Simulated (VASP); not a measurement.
# Ti (Im-3m) in VASP: settings compared

Aim: see how the results for Ti move with the level of theory and the settings. Levels: BLYP+D4, PBEsol+D3(BJ), RPBE+D3(BJ). Tasks: relaxation of cell and atoms.

All numbers are computed with VASP 6.6.1; they aren't measurements. Logs are shortened: lines on timing, memory, paths and dates and some standing lists are left out, and cuts for length are marked.

**1. The cell of the first run**

It takes space group Im-3m (No. 229, cubic). Conventional cell: a = 3.282 Å, b = 3.282 Å, c = 3.282 Å, α = 90.00°, β = 90.00°, γ = 90.00°. Ti (site symmetry m-3m) has 14 Ti at 2.84 to 3.28 Å within 3.7 Å.

**2. Relaxation of cell and atoms, BLYP+D4**

The input, INCAR:

```
PREC = Accurate ; ENCUT = 600
EDIFF = 1E-6 ; ISMEAR = -1
SIGMA = 0.05 ; LREAL = False
LASPH = True ; NELM = 60
ALGO = Normal ; ISIF = 3
LWAVE = False ; LCHARG = False
GGA = B5 ; ALDAX = 1.0
AGGAX = 1.0 ; AGGAC = 1.0
ALDAC = 0.0 ; IVDW = 13
VDW_S6 = 1.0 ; VDW_S8 = 2.34076671
VDW_A1 = 0.44488865 ; VDW_A2 = 4.0933009
IBRION = 2 ; NSW = 80
EDIFFG = -0.02
```

The input, KPOINTS:

```
Automatic mesh
0
Gamma
  11 11 11
```

The input, POSCAR:

```
Ti
1.0
   -1.6410000000      1.6410000000      1.6410000000
    1.6410000000     -1.6410000000      1.6410000000
    1.6410000000      1.6410000000     -1.6410000000
Ti
1
Direct
    0.0000000000      0.0000000000      0.0000000000
```

Potentials or basis: VASP PAW PBE potentials, release 64 (Ti_sv).

The run is started by

```console
$ cat potpaw_PBE.64/Ti_sv/POTCAR > POTCAR
$ mpirun -np 1 vasp_std > vasp.out
```

OUTCAR:

```text
PREC = Accurate
   ENCUT = 600
   EDIFF = 1E-6
   ISMEAR = -1
   LREAL = False
   LASPH = True
   NELM = 60
   ISIF = 3
   GGA = B5
   IVDW = 13
   IBRION = 2
   NSW = 80
   EDIFFG = -0.02

 ion  position               nearest neighbor table
   1  0.000  0.000  0.000-

  LATTYP: Found a body centered cubic cell.
 ALAT       =     3.2820000000

  Lattice vectors:

 A1 = (  -1.6410000000,   1.6410000000,   1.6410000000)
 A2 = (   1.6410000000,  -1.6410000000,   1.6410000000)
 A3 = (   1.6410000000,   1.6410000000,  -1.6410000000)

Analysis of symmetry for initial positions (statically):
=====================================================================
 Subroutine PRICEL returns:
 Original cell was already a primitive cell.

 Routine SETGRP: Setting up the symmetry group for a
 body centered cubic supercell.

 Subroutine GETGRP returns: Found 48 space group operations
[... 9 lines left out ...]

 Routine SETGRP: Setting up the symmetry group for a
 body centered cubic supercell.

 Subroutine GETGRP returns: Found 48 space group operations
[... 11 lines left out ...]
                                     Primitive cell

  volume of cell :      17.6761

  direct lattice vectors                    reciprocal lattice vectors
    -1.641000000  1.641000000  1.641000000     0.000000000  0.304692261  0.304692261
     1.641000000 -1.641000000  1.641000000     0.304692261  0.000000000  0.304692261
     1.641000000  1.641000000 -1.641000000     0.304692261  0.304692261  0.000000000

  length of vectors
     2.842295375  2.842295375  2.842295375     0.430899928  0.430899928  0.430899928

  position of ions in fractional coordinates (direct lattice)
     0.000000000  0.000000000  0.000000000

  ion indices of the primitive-cell ions
   primitive index   ion index
                 1           1

----------------------------------------------------------------------------------------

 KPOINTS: Automatic mesh

Automatic generation of k-mesh.
 Grid dimensions read from file:
 generate k-points for:   11   11   11

 Generating k-lattice:

  Cartesian coordinates                     Fractional coordinates (reciprocal lattice)
     0.000000000  0.027699296  0.027699296     0.090909091  0.000000000  0.000000000
     0.027699296  0.000000000  0.027699296     0.000000000  0.090909091  0.000000000
     0.027699296  0.027699296  0.000000000     0.000000000  0.000000000  0.090909091

  Length of vectors
     0.039172721  0.039172721  0.039172721

  Shift w.r.t. Gamma in fractional coordinates (k-lattice)
     0.000000000  0.000000000  0.000000000

 Subroutine IBZKPT returns following result:
 ===========================================

 Found     56 irreducible k-points:

 Following reciprocal coordinates:
            Coordinates               Weight
  0.000000  0.000000  0.000000      1.000000
  0.090909  0.000000  0.000000     12.000000
  0.181818  0.000000  0.000000     12.000000
  0.272727  0.000000  0.000000     12.000000
  0.363636  0.000000  0.000000     12.000000
  0.454545  0.000000  0.000000     12.000000
[... 16 lines left out ...]
  0.272727  0.181818  0.090909     48.000000
  0.363636  0.181818  0.090909     24.000000
 [... further k-points ...]
   k-points           NKPTS =     56   k-points in BZ     NKDIM =     56   number of bands    NBANDS=     10
   number of dos      NEDOS =    301   number of ions     NIONS =      1
   total plane-waves  NPLWV =  13824
   dimension x,y,z NGX =    24 NGY =   24 NGZ =   24
   dimension x,y,z NGXF=    48 NGYF=   48 NGZF=   48
   ions per type =               1
   NGX,Y,Z   is equivalent  to a cutoff of  14.04, 14.04, 14.04 a.u.
   NGXF,Y,Z  is equivalent  to a cutoff of  28.08, 28.08, 28.08 a.u.
 SYSTEM =  unknown system
   PREC   = accura    normal or accurate (medium, high low for compatibility)
   ISTART =      0    job   : 0-new  1-cont  2-samecut
   ICHARG =      2    charge: 1-file 2-atom 10-const
   ISPIN  =      1    spin polarized calculation?
   LNONCOLLINEAR =      F non collinear calculations
   LSORBIT =      F    spin-orbit coupling
   LASPH  =      T    aspherical Exc in radial PAW
   ENCUT  =  600.0 eV  44.10 Ry    6.64 a.u.   5.68  5.68  5.68*2*pi/ulx,y,z
   NELM   =     60;   NELMIN=  2; NELMDL= -5     # of ELM steps
   EDIFF  = 0.1E-05   stopping-criterion for ELM
   LREAL  =      F    real-space projection
   EDIFFG = -.2E-01   stopping-criterion for IOM
   NSW    =     80    number of steps for IOM
   IBRION =      2    ionic relax: 0-MD 1-quasi-New 2-CG
   NFREE  =      1    steps in history (QN), initial steepest desc. (CG)
   ISIF   =      3    stress and relaxation
   ISYM   =      2    0-nonsym 1-usesym 2-fastsym
   POTIM  = 0.5000    time-step for ionic-motion
   TEBEG  =    0.0;   TEEND  =   0.0 temperature during run
   PSTRESS=    0.0 pullay stress
   NELECT =      12.0000    total number of electrons
   NUPDOWN=      -1.0000    fix difference up-down
   EMIN   =  10.00;   EMAX   =-10.00  energy-range for DOS
   EFERMI =   0.00;   METHOD = LEGACY
   ISMEAR =    -1;   SIGMA  =   0.05  broadening in eV -4-tet -1-fermi 0-gaus
   EFERMI_NEDOS =   21; number of points for ismear=-14 and -15
   IALGO  =     38    algorithm
   IMIX   =      4    mixing-type and parameters
     AMIX     =   0.40;   BMIX     =  1.00
     AMIX_MAG =   1.60;   BMIX_MAG =  1.00
  volume/ion in A,a.u.               =      17.68       119.28
  Fermi-wavevector in a.u.,A,eV,Ry     =   1.438821  2.718977 28.166848  2.070205
  Thomas-Fermi vector in A             =   2.557745
   LORBIT       =      0    0 simple, 1 ext, 2 COOP (PROOUT), +10 PAW based schemes
   GGA     = B5    functional components
   LHFCALC =     F    Hartree Fock is set to
   AEXX    =    0.0000 exact exchange contribution
   IVDW    =    13    specifies the selected vdW correction
   LEPSILON=     F    determine dielectric tensor
   LRPA    =     F    only Hartree local field effects (RPA)
 conjugate gradient relaxation of ions
 non-spin polarized calculation
  energy-cutoff  :      600.00
  volume of cell :       17.68
 maximum number of plane-waves:       603
   NGX = 11   NGY = 11   NGZ = 11

--------------------------------------- Ionic step        1  -------------------------------------------

 number of electron      12.0000001 magnetization

 Free energy of the ion-electron system (eV)
  ---------------------------------------------------
  ext. energy  EPLUGINS =         0.00000000
  ---------------------------------------------------
  free energy    TOTEN  =        -6.67293851 eV

  energy without entropy =       -6.65234408  energy(sigma->0) =       -6.66264129

------------------------ aborting loop because EDIFF is reached ----------------------------------------

  DFT-D4 for vdW energy calculation

  Edisp (eV):   -0.36874

  FORCE on cell =-STRESS in cart. coord.  units (eV):
  Direction    XX          YY          ZZ          XY          YZ          ZX
  --------------------------------------------------------------------------------------
  -------------------------------------------------------------------------------------
  Total      -0.41674    -0.41674    -0.41674     0.00000    -0.00000    -0.00000
  in kB     -37.77364   -37.77364   -37.77364     0.00000    -0.00000    -0.00000
  external pressure =      -37.77 kB  Pullay stress =        0.00 kB

 VOLUME and BASIS-vectors are now :
 -----------------------------------------------------------------------------
  energy-cutoff  :      600.00
  volume of cell :       17.68
      direct lattice vectors                 reciprocal lattice vectors
    -1.641000000  1.641000000  1.641000000     0.000000000  0.304692261  0.304692261
     1.641000000 -1.641000000  1.641000000     0.304692261  0.000000000  0.304692261
     1.641000000  1.641000000 -1.641000000     0.304692261  0.304692261  0.000000000
[... 40 lines left out ...]
 POSITION                                       TOTAL-FORCE (eV/Angst)
 -----------------------------------------------------------------------------------
      0.00000      0.00000      0.00000         0.000000      0.000000      0.000000
 -----------------------------------------------------------------------------------
    total drift:                                0.000000      0.000000     -0.000000

  FREE ENERGIE OF THE ION-ELECTRON SYSTEM (eV)
  ---------------------------------------------------
  free  energy   TOTEN  =        -7.0467521748 eV

  energy  without entropy=       -7.0288423623  energy(sigma->0) =       -7.03779727

--------------------------------------- Ionic step        3  -------------------------------------------

 number of electron      11.9999996 magnetization

 Free energy of the ion-electron system (eV)
  ---------------------------------------------------
  ext. energy  EPLUGINS =         0.00000000
  ---------------------------------------------------
  free energy    TOTEN  =        -6.66627059 eV

  energy without entropy =       -6.64738634  energy(sigma->0) =       -6.65682846

 E-fermi :   8.7557     XC(G=0): -11.0505

 val. band max:        8.7461905994   @ k =  -0.3636   0.3636   0.0909
 cond. band min:       8.7650171082   @ k =   0.2727   0.0909   0.0909
 fundamental gap:      0.0188265088
 Fermi energy:         8.7557139426

 k-point     1 :       0.0000    0.0000    0.0000
  band No.  band energies     occupation
      1     -47.4940      2.00000
      2     -23.4927      2.00000
      3     -23.4927      2.00000
      4     -23.4927      2.00000
      5       2.9665      2.00000
      6       9.7052      0.00000
      7       9.7052      0.00000
      8       9.7052      0.00000
      9      11.4939      0.00000
     10      11.4939      0.00000

 k-point     2 :       0.0909    0.0000    0.0000
  band No.  band energies     occupation
      1     -47.4826      2.00000
      2     -23.5525      2.00000
      3     -23.5110      2.00000
      4     -23.4930      2.00000
      5       3.2522      2.00000
      6       9.5776      0.00000
      7       9.6663      0.00000
      8       9.9142      0.00000
      9      11.3538      0.00000
     10      11.5025      0.00000
[... 274 lines left out ...]
 k-point    24 :       0.3636    0.1818    0.0909
  band No.  band energies     occupation
      1     -47.3401      2.00000
      2     -24.0850      2.00000
      3     -23.8144      2.00000
      4     -23.6079      2.00000
      5       7.3167      2.00000
      6       8.1383      1.99999
      7       8.9166      0.07694
      8      11.6813      0.00000
      9      11.8771      0.00000
     10      15.2664      0.00000

 [... further k-points ...]

------------------------ aborting loop because EDIFF is reached ----------------------------------------

  DFT-D4 for vdW energy calculation

  Edisp (eV):   -0.38339

  FORCE on cell =-STRESS in cart. coord.  units (eV):
  Direction    XX          YY          ZZ          XY          YZ          ZX
  --------------------------------------------------------------------------------------
  -------------------------------------------------------------------------------------
  Total      -0.00478    -0.00478    -0.00478     0.00000     0.00000     0.00000
  in kB      -0.44979    -0.44979    -0.44979     0.00000     0.00000     0.00000
  external pressure =       -0.45 kB  Pullay stress =        0.00 kB

 VOLUME and BASIS-vectors are now :
 -----------------------------------------------------------------------------
  energy-cutoff  :      600.00
  volume of cell :       17.02
      direct lattice vectors                 reciprocal lattice vectors
    -1.620307542  1.620307542  1.620307542     0.000000000  0.308583394  0.308583394
     1.620307542 -1.620307542  1.620307542     0.308583394  0.000000000  0.308583394
     1.620307542  1.620307542 -1.620307542     0.308583394  0.308583394  0.000000000

 POSITION                                       TOTAL-FORCE (eV/Angst)
 -----------------------------------------------------------------------------------
      0.00000      0.00000      0.00000         0.000000     -0.000000      0.000000
 -----------------------------------------------------------------------------------
    total drift:                               -0.000000      0.000000      0.000000

  FREE ENERGIE OF THE ION-ELECTRON SYSTEM (eV)
  ---------------------------------------------------
  free  energy   TOTEN  =        -7.0496654030 eV

  energy  without entropy=       -7.0307811544  energy(sigma->0) =       -7.04022328

 reached required accuracy - stopping structural energy minimisation
```

It took 54 s on 1 thread of Intel Xeon 8259CL, shared host; peak memory 0.15 GiB.

Results:

| Quantity | Value |
| --- | --- |
| Free energy | -7.0497 eV |
| Relaxed volume | 17.02 Å³/atom |
| Relaxed cell | a = 2.806 Å, b = 2.806 Å, c = 2.806 Å, α = 109.47°, β = 109.47°, γ = 109.47° |
| Space group after relaxing (to 0.05 Å) | Im-3m (No. 229) |
| Energy gained by relaxing | 8.0 meV/atom |
| Ionic steps | 3 |
| Pressure after relaxing | 0.0 GPa |
| Band gap on the k mesh | zero (band 6 reaches 9.73 eV, above the bottom of band 7 at 8.15 eV) |
| Dispersion energy per atom | -0.383 eV |

Step by step:
| step | energy change (eV) | largest force (eV/Å) | pressure (GPa) | volume (Å³) |
| --- | --- | --- | --- | --- |
| 1 | 0.0000 | 0.0000 | -3.78 | 17.68 |
| 2 | -0.0051 | 0.0000 | 2.47 | 16.63 |
| 3 | -0.0080 | 0.0000 | -0.04 | 17.02 |

Final structure:
```
Ti
1.0
    -1.62031    1.62031    1.62031
     1.62031   -1.62031    1.62031
     1.62031    1.62031   -1.62031
Ti
1
Direct
  0.00000 0.00000 0.00000
```

Levels at points of the mesh, in eV from the Fermi level:
| k point | band 4 | band 5 | band 6 | band 7 | band 8 | band 9 |
| --- | --- | --- | --- | --- | --- | --- |
| (0.00, 0.00, 0.00) | -32.25 | -5.79 | 0.95 | 0.95 | 0.95 | 2.74 |

Caveat: the PAW data sets were made with another functional, which shifts forces and pressure a little; pairwise dispersion overbinds metals, which lowers pressure and volume.

**3. Relaxation of cell and atoms, PBEsol+D3(BJ)**

The input, INCAR:

```
SYSTEM = Ti
ALGO = Normal
EDIFF = 1E-6
EDIFFG = -0.02
ENCUT = 600
GGA = PS
IBRION = 2
ISIF = 3
ISMEAR = -1
IVDW = 12
LASPH = .TRUE.
LCHARG = .FALSE.
LREAL = .FALSE.
LWAVE = .FALSE.
NELM = 100
NSW = 80
PREC = Accurate
SIGMA = 0.05
```

The input, KPOINTS:

```
k-points
0
G
  11 11 11
  0 0 0
```

POSCAR is that of step 2.

Potentials or basis: VASP PAW PBE potentials, release 64 (Ti_sv).

The run is started by

```console
$ cat potpaw_PBE.64/Ti_sv/POTCAR > POTCAR
$ mpirun -np 1 vasp_std > vasp.out
```

It took 34 s on 1 thread of Intel Xeon 8259CL, shared host; peak memory 0.16 GiB.

Results (log left out):

```
Free energy                            : -8.8959 eV
Relaxed volume                         : 15.59 Å³/atom
Relaxed cell                           : a = 2.726 Å, b = 2.726 Å, c = 2.726 Å, α = 109.47°, β = 109.47°, γ = 109.47°
Space group after relaxing (to 0.05 Å) : Im-3m (No. 229)
Energy gained by relaxing              : 88.9 meV/atom
Ionic steps                            : 3
Pressure after relaxing                : 0.0 GPa
Band gap on the k mesh                 : zero (band 6 reaches 10.22 eV, above the bottom of band 7 at 8.42 eV)
Dispersion energy per atom             : -0.669 eV
```

Step by step:
| step | energy change (eV) | largest force (eV/Å) | pressure (GPa) | volume (Å³) |
| --- | --- | --- | --- | --- |
| 1 | 0.0000 | 0.0000 | -12.33 | 17.68 |
| 2 | -0.0521 | 0.0000 | 10.62 | 14.42 |
| 3 | -0.0889 | 0.0000 | 0.00 | 15.59 |

Final structure:
```yaml
crystal:
  lattice:
    - [-1.57365, 1.57365, 1.57365]
    - [1.57365, -1.57365, 1.57365]
    - [1.57365, 1.57365, -1.57365]
  atoms:
    - { symbol: Ti, position: [0.00000, 0.00000, 0.00000] }
```

Levels at points of the mesh, in eV from the Fermi level:
| k point | band 4 | band 5 | band 6 | band 7 | band 8 | band 9 |
| --- | --- | --- | --- | --- | --- | --- |
| (0.00, 0.00, 0.00) | -31.87 | -6.15 | 1.10 | 1.10 | 1.10 | 3.12 |

Caveat: the PAW data sets were made with another functional, which shifts forces and pressure a little; the volume moved by -12 % from the deposited cell, more than functionals usually miss; pairwise dispersion overbinds metals, which lowers pressure and volume.

**4. Relaxation of cell and atoms, RPBE+D3(BJ)**

The input, INCAR:

```
  PREC = Accurate
  ENCUT = 600
  EDIFF = 1E-7
  ISMEAR = -1
  SIGMA = 0.05
  LREAL = False
  LASPH = True
  NELM = 80
  ALGO = Normal
  ISIF = 3
  LWAVE = False
  LCHARG = False
  GGA = RP
  IVDW = 12
  IBRION = 2
  NSW = 80
  EDIFFG = -0.02
```

The input, KPOINTS:

```
regular mesh
0
Gamma
  11 11 11
```

POSCAR is that of step 3.

The run is started by

```console
$ cat potpaw_PBE.64/Ti_sv/POTCAR > POTCAR
$ mpirun -np 1 vasp_std > vasp.out
```

It took 64 s on 1 thread of Intel Xeon 8259CL, shared host; peak memory 0.16 GiB.

The run converged. Its results:

- Free energy: -11.5533 eV
- Relaxed volume: 12.36 Å³/atom
- Relaxed cell: a = 2.523 Å, b = 2.523 Å, c = 2.523 Å, α = 109.47°, β = 109.47°, γ = 109.47°
- Space group after relaxing (to 0.05 Å): Im-3m (No. 229)
- Energy gained by relaxing: 754.7 meV/atom
- Ionic steps: 4
- Pressure after relaxing: -0.2 GPa
- Band gap on the k mesh: zero (band 6 reaches 13.48 eV, above the bottom of band 7 at 11.35 eV)
- Dispersion energy per atom: -5.054 eV

Step by step:
| step | energy change (eV) | largest force (eV/Å) | pressure (GPa) | volume (Å³) |
| --- | --- | --- | --- | --- |
| 1 | 0.0000 | 0.0000 | -36.58 | 17.68 |
| 2 | -0.2073 | 0.0000 | 66.84 | 9.23 |
| 3 | -0.7539 | 0.0000 | -1.85 | 12.49 |
| 4 | -0.7547 | 0.0000 | -0.15 | 12.36 |

Final structure:
```
Ti
1.0
    -1.45672    1.45672    1.45672
     1.45672   -1.45672    1.45672
     1.45672    1.45672   -1.45672
Ti
1
Direct
  0.00000 0.00000 0.00000
```

Levels at points of the mesh, in eV from the Fermi level:
| k point | band 3 | band 4 | band 5 | band 6 | band 7 | band 8 | band 9 | band 10 |
| --- | --- | --- | --- | --- | --- | --- | --- | --- |
| (0.00, 0.00, 0.00) | -31.29 | -31.29 | -6.46 | 1.21 | 1.21 | 1.21 | 3.83 | 3.83 |

Caveat: the volume moved by over 15 % at a fixed basis, so the end points are rough; the PAW data sets were made with another functional, which shifts forces and pressure a little; the volume moved by -30 % from the deposited cell, more than functionals usually miss; pairwise dispersion overbinds metals, which lowers pressure and volume.

**5. Overview**

| level | gap on the mesh (eV) | pressure (GPa) | relaxed volume (Å³/atom) |
| --- | --- | --- | --- |
| BLYP+D4 | none | 0.0 | 17.02 |
| PBEsol+D3(BJ) | none | 0.0 | 15.59 |
| RPBE+D3(BJ) | none | -0.2 | 12.36 |

Alike in all rows: task relaxation of cell and atoms; potentials or basis VASP PAW PBE potentials, release 64 (Ti_sv); no spin polarisation; cell relaxed; k mesh 11 × 11 × 11; cutoff (eV) 600; smearing fermi-dirac 0.05 eV.

Caveats: the PAW data sets were made with another functional, which shifts forces and pressure a little; pairwise dispersion overbinds metals, which lowers pressure and volume; the volume moved by -12 % from the deposited cell, more than functionals usually miss (some runs); the volume moved by over 15 % at a fixed basis, so the end points are rough (some runs); the volume moved by -30 % from the deposited cell, more than functionals usually miss (some runs).

Absolute energies hang on the potentials; compare differences alone.
